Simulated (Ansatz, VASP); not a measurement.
Two plane-wave programs on Sn4P

```
Sn P
1.0
     5.21127    0.00000    0.00000
     0.00000    5.21127    0.00000
     0.00000    0.00000    5.21127
Sn P
4 1
Direct
  0.00000 0.50000 0.50000
  0.50000 0.50000 0.00000
  0.50000 0.00000 0.50000
  0.00000 0.00000 0.00000
  0.50000 0.50000 0.50000
```

Change from the starting cell: species swapped into the Fe4N type (Pm-3m, No. 221).

Alike in both runs: functional PBE; k mesh 4 × 4 × 4; occupations gaussian, width 0.1 eV; no spin polarisation.

Ansatz relaxed the structure, and its values are those at the end. VASP's run is a single point on that final structure, the one shown.

```csv
,VASP,Ansatz
version,VASP 6.6.1,Ansatz 0.2.0
potentials or method,"VASP PAW PBE potentials, release 64 (Sn_d, P), cutoff 520 eV","scalar-relativistic, plane waves, PAW"
valence electrons in the cell,61,61
```

VASP gave:

```
gap on the k mesh at the Fermi level (eV) : none
pressure (GPa)                            : 0.0
```

Question: What did Ansatz give for the same quantities?

Answer: gap on the k mesh at the Fermi level (eV): none; pressure (GPa): 0.1.

A gap of «none» marks a metal or a gap that the smearing closes. With one functional, cell and mesh, what is left measures potentials, basis and numerics.
